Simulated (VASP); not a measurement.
Runs of VASP 6.6.1 on Pd. The structure is that of space group Im-3m (No. 229), or close to it. The cells are those of the table. 

```csv
level,potentials or basis,cell,k mesh,gap on the mesh (eV),pressure (GPa)
PBE,"VASP PAW PBE potentials, release 64 (Pd)","a = 2.872, b = 2.726 Å, angles 108.4, 110.5, 108.4°, 1 atom",18 × 18 × 18,none,-14.2
r2SCAN,"VASP PAW PBE potentials, release 64 (Pd)","a = 2.827 Å, angles 109.5°, 1 atom",18 × 18 × 18,none,-17.3
PBE,"VASP PAW PBE potentials, release 64 (Pd)","a = 2.704, b = 2.640 Å, angles 108.6, 110.1, 109.0°, 1 atom",16 × 16 × 16,none,(a)
PBE,"VASP PAW PBE potentials, release 64 (Pd)","a = 2.805 Å, angles 109.5°, 1 atom",18 × 18 × 18,none,(c)
PBE,"VASP PAW PBE potentials, release 64 (Pd)","a = 2.685 Å, angles 109.5°, 1 atom",18 × 18 × 18,none,6.2
PBE,"VASP PAW PBE potentials, release 64 (Pd)","a = 2.817 Å, angles 109.5°, 1 atom",18 × 18 × 18,none,-13.3
PBEsol,"VASP PAW PBE potentials, release 64 (Pd)","a = 2.699 Å, angles 109.5°, 1 atom",18 × 18 × 18,none,(b)
PBE,"VASP PAW PBE potentials, release 64 (Pd)","a = 2.770 Å, angles 109.5°, 1 atom",18 × 18 × 18,none,-8.4
PBE,"VASP PAW PBE potentials, release 64 (Pd)","a = 2.765 Å, angles 109.5°, 1 atom",18 × 18 × 18,none,-7.7
LDA,"VASP PAW LDA potentials, release 64 (Pd)","a = 2.823 Å, angles 109.5°, 1 atom",18 × 18 × 18,none,-25.3
PBE,"VASP PAW PBE potentials, release 64 (Pd)","a = 2.661 Å, angles 109.5°, 1 atom",18 × 18 × 18,none,11.6
PBE,"VASP PAW PBE potentials, release 64 (Pd)","a = 2.639 Å, angles 106.1, 111.2, 111.2°, 1 atom",18 × 18 × 18,none,18.4
```

Alike in all rows: task single point; no spin polarisation; cutoff (eV) 520; smearing gaussian 0.1 eV.

Task: Estimate the missing entries.

Result: (a) 5.6; (b) -6.2; (c) -12.2.

Caveats: the PAW data sets were made with another functional, which shifts forces and pressure a little (some runs).

A k mesh can miss the band edges, and the runs leave out spin-orbit coupling on Pd.

A gap of «none» marks levels without a gap at the run's occupations.
